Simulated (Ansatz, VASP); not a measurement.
**Two plane-wave programs on Zn5CdO6**

The input INCAR:

```
SYSTEM = Zn5CdO6
ALGO = Normal
EDIFF = 1E-6
ENCUT = 520
GGA = PE
ISIF = 2
ISMEAR = 0
LASPH = .TRUE.
LCHARG = .FALSE.
LREAL = .FALSE.
LWAVE = .FALSE.
NBANDS = 66
NELM = 80
PREC = Accurate
SIGMA = 0.1
```

File KPOINTS:

```
k-points
0
G
  6 6 2
  0 0 0
```

POSCAR

```
Zn5CdO6
1.0
    3.3128702000      0.0000000000      0.0000000000
    0.0000000000      3.3128702000      0.0000000000
    0.0000000000      0.0000000000     14.1937599000
Zn Cd O
5 1 6
Direct
    0.0000000000      0.0000000000      0.6591390000
    0.5000000000      0.5000000000      0.8181850000
    0.5000000000      0.5000000000      0.1818150000
    0.0000000000      0.0000000000      0.3408610000
    0.5000000000      0.5000000000      0.5000000000
    0.0000000000      0.0000000000      0.0000000000
    0.5000000000      0.0000000000      0.7385580000
    0.0000000000      0.5000000000      0.8972570000
    0.5000000000      0.0000000000      0.1027430000
    0.0000000000      0.5000000000      0.2614420000
    0.5000000000      0.0000000000      0.4204640000
    0.0000000000      0.5000000000      0.5795360000
```

Input for Ansatz:

```yaml
crystal:
  lattice:
    - [3.3128702, 0.0, 0.0]
    - [0.0, 3.3128702, 0.0]
    - [0.0, 0.0, 14.1937599]
  atoms:
    - { symbol: Zn, position: [0.0, 0.0, 0.659139] }
    - { symbol: Zn, position: [0.5, 0.5, 0.818185] }
    - { symbol: Zn, position: [0.5, 0.5, 0.181815] }
    - { symbol: Zn, position: [0.0, 0.0, 0.340861] }
    - { symbol: Zn, position: [0.5, 0.5, 0.5] }
    - { symbol: Cd, position: [0.0, 0.0, 0.0] }
    - { symbol: O, position: [0.5, 0.0, 0.738558] }
    - { symbol: O, position: [0.0, 0.5, 0.897257] }
    - { symbol: O, position: [0.5, 0.0, 0.102743] }
    - { symbol: O, position: [0.0, 0.5, 0.261442] }
    - { symbol: O, position: [0.5, 0.0, 0.420464] }
    - { symbol: O, position: [0.0, 0.5, 0.579536] }
basis:
  ecutwfc: 420
kpoints:
  mp_grid: { grid: [6, 6, 2] }
hamiltonian:
  xc: pbe
scf:
  occupations: { method: gaussian, width: 0.1 }
  lower_state_search: "off"
output:
  forces: true
  stress: true
  eigenvalues: true
```

Alike in both runs: task single point; functional PBE; k mesh 6 × 6 × 2; occupations gaussian, width 0.1 eV; no spin polarisation.

```csv
,VASP,Ansatz
version,VASP 6.6.1,Ansatz 0.2.0
potentials or method,"VASP PAW PBE potentials, release 64 (Zn, Cd, O), cutoff 520 eV","scalar-relativistic, plane waves, PAW"
valence electrons in the cell,108,116
```

|  | VASP | Ansatz | Ansatz less VASP |
| --- | --- | --- | --- |
| gap on the k mesh at the Fermi level (eV) | 0.35 | 0.36 | +0.010 |
| least direct gap on the mesh (eV) | 0.35 | 0.36 | +0.010 |
| pressure (GPa) | 0.9 | 0.0 | -0.93 |
| rms of the force components (eV/Å) | 0.011 | 0.001 | -0.0103 |

Atom by atom the forces differ by 0.011 eV/Å (rms over components). VASP's potentials hold 108 valence electrons a cell and Ansatz's 116, so a difference there can come from the potentials and not from the codes.
